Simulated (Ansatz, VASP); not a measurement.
## One calculation of NaSe7, two programs

File INCAR:

```
SYSTEM = NaSe7
PREC = Accurate
ENCUT = 600
EDIFF = 1E-6
ISMEAR = 0
SIGMA = 0.1
LREAL = .FALSE.
LASPH = .TRUE.
NELM = 100
ALGO = Normal
ISIF = 3
LWAVE = .FALSE.
LCHARG = .FALSE.
GGA = PE
IBRION = 2
NSW = 90
EDIFFG = -0.04
```

The input KPOINTS:

```
Automatic mesh
0
G
  4 4 4
  0 0 0
```

POSCAR

```
NaSe7
1.0
    0.0000000000      4.7193435400      4.7193435400
    4.7193435400      0.0000000000      4.7193435400
    4.7193435400      4.7193435400      0.0000000000
Na Se
1 7
Direct
    0.0000000000      0.0000000000      0.0000000000
    0.5000000000      0.0000000000      0.0000000000
    0.0000000000      0.5000000000      0.5000000000
    0.0000000000      0.5000000000      0.0000000000
    0.5000000000      0.0000000000      0.5000000000
    0.0000000000      0.0000000000      0.5000000000
    0.5000000000      0.5000000000      0.0000000000
    0.5000000000      0.5000000000      0.5000000000
```

Input for Ansatz:

```yaml
crystal:
  lattice:
    - [0.0, 4.71934354, 4.71934354]
    - [4.71934354, 0.0, 4.71934354]
    - [4.71934354, 4.71934354, 0.0]
  atoms:
    - { symbol: Na, position: [0.0, 0.0, 0.0] }
    - { symbol: Se, position: [0.5, 0.0, 0.0] }
    - { symbol: Se, position: [0.0, 0.5, 0.5] }
    - { symbol: Se, position: [0.0, 0.5, 0.0] }
    - { symbol: Se, position: [0.5, 0.0, 0.5] }
    - { symbol: Se, position: [0.0, 0.0, 0.5] }
    - { symbol: Se, position: [0.5, 0.5, 0.0] }
    - { symbol: Se, position: [0.5, 0.5, 0.5] }
basis:
  ecutwfc: 420
kpoints:
  mp_grid: { grid: [4, 4, 4] }
hamiltonian:
  xc: pbe
scf:
  occupations: { method: gaussian, width: 0.1 }
  lower_state_search: "off"
output:
  forces: true
  stress: true
  eigenvalues: true
relax:
  adjacent_minimum: "off"
  f_tol: 0.04
  max_steps: 70
  cell: { stress_tol: 0.4 }
```

Change from the starting cell: species swapped into the CePd7 type (Fm-3m, No. 225).

Alike in both runs: task relaxation of cell and atoms; functional PBE; k mesh 4 × 4 × 4; occupations gaussian, width 0.1 eV; no spin polarisation.

|  | VASP | Ansatz |
| --- | --- | --- |
| version | VASP 6.6.1 | Ansatz 0.2.0 |
| potentials or method | VASP PAW PBE potentials, release 64 (Na_pv, Se), cutoff 600 eV | scalar-relativistic, plane waves, PAW |
| valence electrons in the cell | 49 | 121 |

Ansatz gave:

```
gap on the k mesh at the Fermi level, each at its own relaxed structure (eV) : none
relaxed volume (Å³/atom)                                                     : 20.73
relaxed cell length with the largest relative difference (Å)                 : 6.167
```

Question: Which values does VASP return?

Answer: gap on the k mesh at the Fermi level, each at its own relaxed structure (eV): none; relaxed volume (Å³/atom): 20.78; relaxed cell length with the largest relative difference (Å): 6.172.

A gap of «none» marks a metal or a gap that the smearing closes. VASP's potentials hold 49 valence electrons a cell and Ansatz's 121, so a difference there can come from the potentials and not from the codes.

Noted on VASP's run: the volume moved by over 15 % at a fixed basis, so the end points are rough.
